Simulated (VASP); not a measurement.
A run of VASP 6.6.1 is set up as follows.

INCAR

```
  ALGO = Normal
  EDIFF = 1E-6
  EDIFFG = -0.005
  ENCUT = 600
  GGA = PE
  IBRION = 2
  ISIF = 3
  ISMEAR = -1
  LASPH = True
  LCHARG = False
  LREAL = False
  LWAVE = False
  NELM = 80
  NSW = 60
  PREC = Accurate
  PSTRESS = 690.0
  SIGMA = 0.1
```

The input KPOINTS:

```
k-points
0
Gamma
  18 18 18
```

Contents of POSCAR:

```
V
1.0
   -2.1387060521      2.1387060521      1.1762883286
    2.1387060521     -2.1387060521      1.1762883286
    2.1387060521      2.1387060521     -1.1762883286
V
2
Direct
   -0.3750000000     -0.1250000000     -0.2500000000
    0.3750000000      0.1250000000      0.2500000000
```

Potentials or basis: VASP PAW PBE potentials, release 64 (V_sv).

The run is started by

```bash
$ cat potpaw_PBE.64/V_sv/POTCAR > POTCAR
$ mpirun -np 1 vasp_std > vasp.out
```

Problem. Estimate the relaxed volume.

Solution. 10.75 Å³/atom.

Problem. Predict the relaxed cell.

Solution. a = 3.226 Å, b = 3.226 Å, c = 3.226 Å, α = 97.94°, β = 97.94°, γ = 136.37°.

Problem. What does it give for the space group after relaxing (to 0.05 Å)?

Solution. I4_1/amd (No. 141).

Problem. Estimate the band gap on the k mesh.

Solution. Zero (band 13 reaches 14.02 eV, above the bottom of band 14 at 12.74 eV).

The path:
```csv
step,energy change (eV),largest force (eV/Å),pressure (GPa),volume (Å³)
1,0.0000,0.0000,69.16,21.52
2,-0.0227,0.0000,68.14,21.55
3,-0.0231,0.0000,68.15,21.55
4,-0.0240,0.0000,68.07,21.55
5,-0.0234,0.0000,68.13,21.55
6,0.0565,0.0000,71.40,21.37
7,-0.0034,0.0000,68.94,21.50
8,-0.0022,0.0000,69.03,21.50
```

Caveat: the cell is relaxed towards a set pressure, so the enthalpy falls and the energy may rise.
